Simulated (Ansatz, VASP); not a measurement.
Two plane-wave programs on TaN

```
Ta N
1.0
     2.89939    0.01114    0.01516
    -1.44005    2.46480   -0.00427
     0.01488    0.00375    2.80461
Ta N
1 1
Direct
  0.33138 0.65670 0.50463
  0.00196 0.00996 0.99537
```

Change from the starting cell: all atoms moved at random, cell strained at random.

Alike in both runs: task single point; functional PBEsol; k mesh 14 × 14 × 14; occupations gaussian, width 0.1 eV; no spin polarisation.

```csv
,VASP,Ansatz
version,VASP 6.6.1,Ansatz 0.2.0
potentials or method,"VASP PAW PBE potentials, release 64 (Ta_pv, N), cutoff 520 eV","scalar-relativistic, plane waves, PAW"
valence electrons in the cell,16,18
```

Ansatz gave:

| Property | Result |
| --- | --- |
| gap on the k mesh at the Fermi level (eV) | none |
| pressure (GPa) | 24.5 |
| traceless stress, the component that is largest in VASP (GPa) | -9.03 |
| rms of the force components (eV/Å) | 0.632 |

What did VASP give for the same quantities?

gap on the k mesh at the Fermi level (eV): none; pressure (GPa): 25.7; traceless stress, the component that is largest in VASP (GPa): -9.21; rms of the force components (eV/Å): 0.639.

VASP's potentials were made for PBE, not for PBEsol. Atom by atom the forces differ by 0.007 eV/Å (rms over components). A gap of «none» marks a metal or a gap that the smearing closes. VASP's potentials hold 16 valence electrons a cell and Ansatz's 18, so a difference there can come from the potentials and not from the codes.

Spin-orbit coupling is off throughout.
